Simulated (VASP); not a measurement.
Wanted: the native input for a VASP 6.6.1 run.

| Property | Result |
| --- | --- |
| Task | single point |
| Functional | PBE |
| Potentials or basis | VASP PAW PBE potentials, release 64 (Al, C, N) |
| Cutoff | 520 eV |
| k mesh | 6 × 6 × 4 |
| Occupations | gaussian, width 0.1 eV |
| Spin | no spin polarisation |
| Dipole correction | no |
| Further INCAR settings | ALGO = Normal; EDIFF = 1e-06; NBANDS = 13 |

The structure of AlCN lies in POSCAR:

```
AlCN
1.0
    3.5327558000      0.0000000000      0.0000000000
   -1.7663779000      3.0594562700      0.0000000000
    0.0000000000      0.0000000000      4.0029127000
Al C N
1 1 1
Direct
    0.0000000000      0.0000000000      0.0000000000
    0.6666666700      0.3333333300      0.5000000000
    0.3333333300      0.6666666700      0.5000000000
```

One way to write it, as run:

INCAR

```
PREC = Accurate ; ENCUT = 520
EDIFF = 1E-6 ; ISMEAR = 0
SIGMA = 0.1 ; LREAL = F
LASPH = T ; NELM = 100
ALGO = Normal ; ISIF = 2
LWAVE = F ; LCHARG = F
GGA = PE ; NBANDS = 13
```

KPOINTS

```
Automatic mesh
0
Gamma
  6 6 4
```

Potentials or basis: VASP PAW PBE potentials, release 64 (Al, C, N).

Launch:

```bash
$ cat potpaw_PBE.64/Al/POTCAR potpaw_PBE.64/C/POTCAR potpaw_PBE.64/N/POTCAR > POTCAR
$ mpirun -np 1 vasp_std > vasp.out
```

Results of the run:

* Pressure: -21.8 GPa
* Band gap on the k mesh: zero (band 6 reaches 5.01 eV, above the bottom of band 7 at 4.00 eV)

Caveat: the k points lie up to 0.39 Å⁻¹ apart.

Wall time 7.7 s on 1 thread of AMD EPYC 9R14 (Zen 4), with other jobs on the host, peak memory 0.12 GiB.
